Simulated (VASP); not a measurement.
# LiSi16 (a cell with a defect) in VASP: single point with PBEsol

Aim: the single point of LiSi16 (a cell with a defect) with PBEsol.

All numbers are computed with VASP 6.6.1; they aren't measurements. Logs are shortened: lines on timing, memory, paths and dates and some standing lists are left out, and cuts for length are marked.

## Step 1: The cell of the first run

The cell holds a defect, 17 atoms: a = 7.679 Å, b = 7.679 Å, c = 7.679 Å, α = 60.00°, β = 60.00°, γ = 60.00°.

## Step 2: Single point, PBEsol

INCAR reads:

```
SYSTEM = LiSi16
PREC     = Accurate       ! precision mode
ENCUT    = 520            ! plane-wave cutoff, eV
EDIFF    = 1E-6           ! SCF threshold, eV
ISMEAR   = 0              ! smearing method
SIGMA    = 0.02           ! smearing width, eV
LREAL    = Auto         
LASPH    = .True.         ! aspherical terms in the spheres
NELM     = 100            ! most SCF steps
ALGO     = Normal         ! electronic algorithm
ISIF     = 2              ! what is computed and relaxed
LWAVE    = .False.        ! write WAVECAR
LCHARG   = .False.        ! write CHGCAR
GGA      = PS             ! functional
NELECT   = 66.0         
NBANDS   = 48             ! bands
```

KPOINTS reads:

```
regular mesh
0
Gamma
  2 2 2
  0 0 0
```

POSCAR reads:

```
LiSi16
1.0
    0.0000000000      5.4300000000      5.4300000000
    5.4300000000      0.0000000000      5.4300000000
    5.4300000000      5.4300000000      0.0000000000
Si Li
16 1
Direct
    0.0106946593     -0.0313340700      0.0103108656
    0.1184376611      0.1205385820      0.1191479742
   -0.0175782689      0.0047563536      0.5064517495
    0.1183483425      0.1207017495      0.6419555249
   -0.0015169429      0.4947257827     -0.0006355433
    0.1337273481      0.5973468692      0.1345569982
   -0.0015330571      0.4948319521      0.5075067219
    0.1169483425      0.6306859116      0.6262404236
    0.5056321363      0.0055831492     -0.0175100368
    0.6423411602      0.1196453959      0.1190468692
    0.5055710866      0.0052165746      0.5063036832
    0.6141654696      0.1573000921      0.6140866483
    0.5070461326      0.4939551565     -0.0004227440
    0.6251688766      0.6313198895      0.1175331492
    0.4898233886      0.5286581952      0.4907904236
    0.6252569061      0.6309931860      0.6261777164
    0.3122785451      0.0627748619      0.3124339779
```

Potentials or basis: VASP PAW PBE potentials, release 64 (Si, Li_sv).

Run with:

```
$ cat potpaw_PBE.64/Si/POTCAR potpaw_PBE.64/Li_sv/POTCAR > POTCAR
$ mpirun -np 1 vasp_std > vasp.out
```

OUTCAR:

```text
SYSTEM = LiSi16
   PREC = Accurate
   ENCUT = 520
   EDIFF = 1E-6
   ISMEAR = 0
   LREAL = Auto
   LASPH = .True.
   NELM = 100
   ISIF = 2
   GGA = PS
   NELECT = 66.0

 ion  position               nearest neighbor table
   1  0.011  0.969  0.010-  10 2.32   4 2.32   2 2.32   6 2.33
   2  0.118  0.121  0.119-   1 2.32  17 2.35   5 2.35   9 2.43   3 2.43
   3  0.982  0.005  0.506-  12 2.32   8 2.35  17 2.35   2 2.43   4 2.43
   4  0.118  0.121  0.642-   1 2.32   7 2.35  17 2.35  11 2.43   3 2.43
   5  0.998  0.495  0.999-   8 2.34  14 2.34   6 2.34   2 2.35
   6  0.134  0.597  0.135-   1 2.33   7 2.34   5 2.34  13 2.34
   7  0.998  0.495  0.508-   8 2.34  16 2.34   6 2.34   4 2.35
   8  0.117  0.631  0.626-   7 2.34   5 2.34  15 2.34   3 2.35
   9  0.506  0.006  0.982-  12 2.32  14 2.35  17 2.35   2 2.43  10 2.43
  10  0.642  0.120  0.119-   1 2.32  13 2.35  17 2.35  11 2.43   9 2.43
  11  0.506  0.005  0.506-  12 2.32  16 2.35  17 2.35   4 2.43  10 2.43
  12  0.614  0.157  0.614-   3 2.32   9 2.32  11 2.32  15 2.33
  13  0.507  0.494  1.000-  16 2.34  14 2.34   6 2.34  10 2.35
  14  0.625  0.631  0.118-   5 2.34  13 2.34  15 2.34   9 2.35
  15  0.490  0.529  0.491-  12 2.33   8 2.34  16 2.34  14 2.34
  16  0.625  0.631  0.626-   7 2.34  13 2.34  15 2.34  11 2.35
  17  0.312  0.063  0.312-   2 2.35  11 2.35   4 2.35  10 2.35   9 2.35   3 2.35

  LATTYP: Found a face centered cubic cell.
 ALAT       =    10.8600000000

  Lattice vectors:

 A1 = (   0.0000000000,   5.4300000000,   5.4300000000)
 A2 = (   5.4300000000,   0.0000000000,   5.4300000000)
 A3 = (   5.4300000000,   5.4300000000,   0.0000000000)

Analysis of symmetry for initial positions (statically):
=====================================================================
 Subroutine PRICEL returns:
 Original cell was already a primitive cell.

 Routine SETGRP: Setting up the symmetry group for a
 face centered cubic supercell.

 Subroutine GETGRP returns: Found  1 space group operations
 (whereof  1 operations were pure point group operations)
 out of a pool of 48 trial point group operations.

The static configuration has the point symmetry C_1 .

Analysis of symmetry for dynamics (positions and initial velocities):
=====================================================================
 Subroutine PRICEL returns:
 Original cell was already a primitive cell.

 Routine SETGRP: Setting up the symmetry group for a
 face centered cubic supercell.

 Subroutine GETGRP returns: Found  1 space group operations
 (whereof  1 operations were pure point group operations)
 out of a pool of 48 trial point group operations.

The dynamic configuration has the point symmetry C_1 .

 Subroutine INISYM returns: Found  1 space group operations
 (whereof  1 operations are pure point group operations),
 and found     1 'primitive' translations

----------------------------------------------------------------------------------------

                                     Primitive cell

  volume of cell :     320.2060

  direct lattice vectors                    reciprocal lattice vectors
     0.000000000  5.430000000  5.430000000    -0.092081031  0.092081031  0.092081031
     5.430000000  0.000000000  5.430000000     0.092081031 -0.092081031  0.092081031
     5.430000000  5.430000000  0.000000000     0.092081031  0.092081031 -0.092081031

  length of vectors
     7.679179644  7.679179644  7.679179644     0.159489025  0.159489025  0.159489025

  position of ions in fractional coordinates (direct lattice)
     0.010694659  0.968665930  0.010310866
     0.118437661  0.120538582  0.119147974
     0.982421731  0.004756354  0.506451750
     0.118348342  0.120701750  0.641955525
     0.998483057  0.494725783  0.999364457
     0.133727348  0.597346869  0.134556998
[... 9 lines left out ...]
     0.625256906  0.630993186  0.626177716
     0.312278545  0.062774862  0.312433978

  ion indices of the primitive-cell ions
   primitive index   ion index
                 1           1
                 2           2
                 3           3
                 4           4
                 5           5
                 6           6
[... 9 lines left out ...]
                16          16
                17          17

----------------------------------------------------------------------------------------

 KPOINTS: regular mesh

Automatic generation of k-mesh.
 Grid dimensions read from file:
 generate k-points for:    2    2    2

 Generating k-lattice:

  Cartesian coordinates                     Fractional coordinates (reciprocal lattice)
    -0.046040516  0.046040516  0.046040516     0.500000000  0.000000000  0.000000000
     0.046040516 -0.046040516  0.046040516     0.000000000  0.500000000  0.000000000
     0.046040516  0.046040516 -0.046040516     0.000000000  0.000000000  0.500000000

  Length of vectors
     0.079744512  0.079744512  0.079744512

  Shift w.r.t. Gamma in fractional coordinates (k-lattice)
     0.000000000  0.000000000  0.000000000

 Subroutine IBZKPT returns following result:
 ===========================================

 Found      8 irreducible k-points:

 Following reciprocal coordinates:
            Coordinates               Weight
  0.000000  0.000000  0.000000      1.000000
  0.500000  0.000000  0.000000      1.000000
  0.000000  0.500000  0.000000      1.000000
  0.000000  0.000000  0.500000      1.000000
  0.500000  0.500000  0.500000      1.000000
  0.500000  0.500000  0.000000      1.000000
  0.000000  0.500000  0.500000      1.000000
  0.500000  0.000000  0.500000      1.000000
   k-points           NKPTS =      8   k-points in BZ     NKDIM =      8   number of bands    NBANDS=     48
   number of dos      NEDOS =    301   number of ions     NIONS =     17
   total plane-waves  NPLWV = 216000
   dimension x,y,z NGX =    60 NGY =   60 NGZ =   60
   dimension x,y,z NGXF=   120 NGYF=  120 NGZF=  120
   ions per type =              16   1
   NGX,Y,Z   is equivalent  to a cutoff of  12.99, 12.99, 12.99 a.u.
   NGXF,Y,Z  is equivalent  to a cutoff of  25.98, 25.98, 25.98 a.u.
 SYSTEM =  LiSi16
   PREC   = accura    normal or accurate (medium, high low for compatibility)
   ISTART =      0    job   : 0-new  1-cont  2-samecut
   ICHARG =      2    charge: 1-file 2-atom 10-const
   ISPIN  =      1    spin polarized calculation?
   LNONCOLLINEAR =      F non collinear calculations
   LSORBIT =      F    spin-orbit coupling
   LASPH  =      T    aspherical Exc in radial PAW
   ENCUT  =  520.0 eV  38.22 Ry    6.18 a.u.  14.28 14.28 14.28*2*pi/ulx,y,z
   NELM   =    100;   NELMIN=  2; NELMDL= -5     # of ELM steps
   EDIFF  = 0.1E-05   stopping-criterion for ELM
   LREAL  =      T    real-space projection
   EDIFFG = 0.1E-04   stopping-criterion for IOM
   NSW    =      0    number of steps for IOM
   IBRION =     -1    ionic relax: 0-MD 1-quasi-New 2-CG
   NFREE  =      0    steps in history (QN), initial steepest desc. (CG)
   ISIF   =      2    stress and relaxation
   ISYM   =      2    0-nonsym 1-usesym 2-fastsym
   POTIM  = 0.5000    time-step for ionic-motion
   TEBEG  =    0.0;   TEEND  =   0.0 temperature during run
   PSTRESS=    0.0 pullay stress
   NELECT =      66.0000    total number of electrons
   NUPDOWN=      -1.0000    fix difference up-down
   EMIN   =  10.00;   EMAX   =-10.00  energy-range for DOS
   EFERMI =   0.00;   METHOD = LEGACY
   ISMEAR =     0;   SIGMA  =   0.02  broadening in eV -4-tet -1-fermi 0-gaus
   EFERMI_NEDOS =   21; number of points for ismear=-14 and -15
   IALGO  =     38    algorithm
   IMIX   =      4    mixing-type and parameters
     AMIX     =   0.40;   BMIX     =  1.00
     AMIX_MAG =   1.60;   BMIX_MAG =  1.00
  volume/ion in A,a.u.               =      18.84       127.11
  Fermi-wavevector in a.u.,A,eV,Ry     =   0.967044  1.827449 12.723821  0.935174
  Thomas-Fermi vector in A             =   2.096897
   LORBIT       =      0    0 simple, 1 ext, 2 COOP (PROOUT), +10 PAW based schemes
   GGA     = PS    functional components
   LHFCALC =     F    Hartree Fock is set to
   AEXX    =    0.0000 exact exchange contribution
   IVDW    =     0    specifies the selected vdW correction
   LEPSILON=     F    determine dielectric tensor
   LRPA    =     F    only Hartree local field effects (RPA)
 non-spin polarized calculation
 Gauss-broadening in eV      SIGMA  =   0.02
  energy-cutoff  :      520.00
  volume of cell :      320.21
 maximum number of plane-waves:      8646
 NGX is ok and might be reduce to    60
   NGX = 29   NGY = 29   NGZ = 29

 number of electron      66.0000001 magnetization

 Free energy of the ion-electron system (eV)
  ---------------------------------------------------
  ext. energy  EPLUGINS =         0.00000000
  ---------------------------------------------------
  free energy    TOTEN  =       -98.16656892 eV

  energy without entropy =      -98.16656892  energy(sigma->0) =      -98.16656892

 E-fermi :   6.1014     XC(G=0):  -9.5862

 val. band max:        6.0215701980   @ k =   0.0000   0.0000   0.0000
 cond. band min:       6.1804572844   @ k =   0.0000   0.0000   0.0000
 fundamental gap:      0.1588870864
 Fermi energy:         6.1013868006

 k-point     1 :       0.0000    0.0000    0.0000
  band No.  band energies     occupation
      1     -39.6006      2.00000
      2      -5.9738      2.00000
      3      -3.7254      2.00000
      4      -3.6493      2.00000
      5      -3.6486      2.00000
      6      -3.6054      2.00000
[... 37 lines left out ...]
     44       8.1977      0.00000
     45       8.2010      0.00000

 k-point     2 :       0.5000    0.0000    0.0000
  band No.  band energies     occupation
      1     -39.6006      2.00000
      2      -5.2209      2.00000
      3      -5.1477      2.00000
      4      -3.3573      2.00000
      5      -3.3497      2.00000
      6      -3.3192      2.00000
[... 37 lines left out ...]
     44       9.4763      0.00000
     45       9.5292      0.00000

 k-point     3 :       0.0000    0.5000    0.0000
  band No.  band energies     occupation
      1     -39.6006      2.00000
      2      -5.2160      2.00000
      3      -5.1227      2.00000
      4      -3.3844      2.00000
      5      -3.3288      2.00000
      6      -3.3275      2.00000
[... 37 lines left out ...]
     44       9.5573      0.00000
     45       9.5622      0.00000

 k-point     4 :       0.0000    0.0000    0.5000
  band No.  band energies     occupation
      1     -39.6006      2.00000
      2      -5.2210      2.00000
      3      -5.1478      2.00000
      4      -3.3569      2.00000
      5      -3.3490      2.00000
      6      -3.3196      2.00000
[... 37 lines left out ...]
     44       9.4773      0.00000
     45       9.5293      0.00000

 k-point     5 :       0.5000    0.5000    0.5000
  band No.  band energies     occupation
      1     -39.6006      2.00000
      2      -5.2211      2.00000
      3      -5.1479      2.00000
      4      -3.3564      2.00000
      5      -3.3484      2.00000
      6      -3.3200      2.00000
[... 37 lines left out ...]
     44       9.4783      0.00000
     45       9.5292      0.00000

 k-point     6 :       0.5000    0.5000    0.0000
  band No.  band energies     occupation
      1     -39.6006      2.00000
      2      -4.9508      2.00000
      3      -4.8539      2.00000
      4      -4.0012      2.00000
      5      -3.9614      2.00000
      6      -3.9429      2.00000
[... 37 lines left out ...]
     44      10.1455      0.00000
     45      10.2076      0.00000

 k-point     7 :       0.0000    0.5000    0.5000
  band No.  band energies     occupation
      1     -39.6006      2.00000
      2      -4.9508      2.00000
      3      -4.8540      2.00000
      4      -4.0012      2.00000
      5      -3.9615      2.00000
      6      -3.9426      2.00000
[... 37 lines left out ...]
     44      10.1467      0.00000
     45      10.2073      0.00000

 k-point     8 :       0.5000    0.0000    0.5000
  band No.  band energies     occupation
      1     -39.6006      2.00000
      2      -4.9508      2.00000
      3      -4.8541      2.00000
      4      -4.0011      2.00000
      5      -3.9616      2.00000
      6      -3.9423      2.00000
[... 37 lines left out ...]
     44      10.1480      0.00000
     45      10.2070      0.00000
 [bands above 45 left out]

------------------------ aborting loop because EDIFF is reached ----------------------------------------

  FORCE on cell =-STRESS in cart. coord.  units (eV):
  Direction    XX          YY          ZZ          XY          YZ          ZX
  --------------------------------------------------------------------------------------
  -------------------------------------------------------------------------------------
  Total       -3.6489549     -3.6298702     -3.6737952      0.9570347      0.9672970     -0.9728785
  in kB      -18.2578483    -18.1623563    -18.3821387      4.7886024      4.8399506     -4.8678782
  external PRESSURE =     -18.2674478 kB  Pullay stress =       0.0000000 kB

 VOLUME and BASIS-vectors are now :
 -----------------------------------------------------------------------------
  energy-cutoff  :      520.00
  volume of cell :      320.21
      direct lattice vectors                 reciprocal lattice vectors
     0.000000000  5.430000000  5.430000000    -0.092081031  0.092081031  0.092081031
     5.430000000  0.000000000  5.430000000     0.092081031 -0.092081031  0.092081031
     5.430000000  5.430000000  0.000000000     0.092081031  0.092081031 -0.092081031

 POSITION                                       TOTAL-FORCE (eV/Angst)
 -----------------------------------------------------------------------------------
      5.31584      0.11406      5.31793         0.014212     -0.006272      0.012498
      1.30150      1.29009      1.29764        -0.014020     -0.010666     -0.011789
      2.77586      8.08458      5.36038         0.009067     -0.007195      0.019035
      4.14123      4.12845      1.29804        -0.003506      0.009254     -0.011759
      8.11291     10.84831      8.10812        -0.005074      0.001905     -0.026204
      3.97424      1.45678      3.96973        -0.017285      0.007669      0.010115
[... 9 lines left out ...]
      6.82644      6.79529      6.82144         0.025169     -0.000127      0.002694
      2.03738      3.39219      2.03654        -0.001258      0.001642     -0.001611
 -----------------------------------------------------------------------------------
    total drift:                                0.002087     -0.003928      0.002272

  FREE ENERGIE OF THE ION-ELECTRON SYSTEM (eV)
  ---------------------------------------------------
  free  energy   TOTEN  =       -98.1665689217 eV

  energy  without entropy=      -98.1665689212  energy(sigma->0) =      -98.16656892
```

Wall time 7 min (1 thread of Intel Xeon Platinum 8488C (Sapphire Rapids), shared host); peak memory 0.47 GiB.

What came out:

* Free energy: -98.1666 eV
* Largest force: 0.027 eV/Å

Forces on the atoms (eV/Å):
```
Si   0.014 -0.006  0.012
Si  -0.014 -0.011 -0.012
Si   0.009 -0.007  0.019
Si  -0.004  0.009 -0.012
Si  -0.005  0.002 -0.026
Si  -0.017  0.008  0.010
Si  -0.002  0.009 -0.024
Si   0.018 -0.013  0.003
Si  -0.001  0.009  0.006
Si   0.008 -0.014 -0.004
Si   0.003  0.010  0.016
Si  -0.011  0.007 -0.024
Si  -0.011  0.017  0.007
Si  -0.004 -0.022  0.006
Si  -0.007  0.001  0.021
Si   0.025  0.000  0.003
Li  -0.001  0.002 -0.002
```

Levels at points of the mesh, in eV from the Fermi level:
| k point | band 31 | band 32 | band 33 | band 34 | band 35 | band 36 |
| --- | --- | --- | --- | --- | --- | --- |
| (0.00, 0.00, 0.00) | -0.14 | -0.08 | -0.08 | 0.08 | 0.42 | 0.42 |
| (0.50, 0.00, 0.00) | -0.91 | -0.89 | -0.82 | 0.85 | 1.10 | 1.25 |
| (0.00, 0.50, 0.00) | -0.89 | -0.82 | -0.82 | 1.06 | 1.06 | 1.08 |
| (0.00, 0.00, 0.50) | -0.91 | -0.89 | -0.82 | 0.85 | 1.09 | 1.25 |
| (0.50, 0.50, 0.50) | -0.91 | -0.89 | -0.82 | 0.85 | 1.09 | 1.25 |
| (0.50, 0.50, 0.00) | -1.50 | -1.42 | -1.36 | 0.77 | 0.94 | 1.99 |
| (0.00, 0.50, 0.50) | -1.50 | -1.42 | -1.36 | 0.77 | 0.94 | 1.99 |
| (0.50, 0.00, 0.50) | -1.50 | -1.42 | -1.36 | 0.76 | 0.94 | 1.99 |

Caveat: the k points lie up to 0.50 Å⁻¹ apart; the cell carries a net charge on a neutralising background, which shifts energy and pressure; the cell is charged against a uniform background, so pressure and absolute levels hang on convention; the cutoff is under 1.25 times the usual one of these potentials, so pressure, stress and relaxed cells hold a basis-set (Pulay) error; the PAW data sets were made with another functional, which shifts forces and pressure a little.
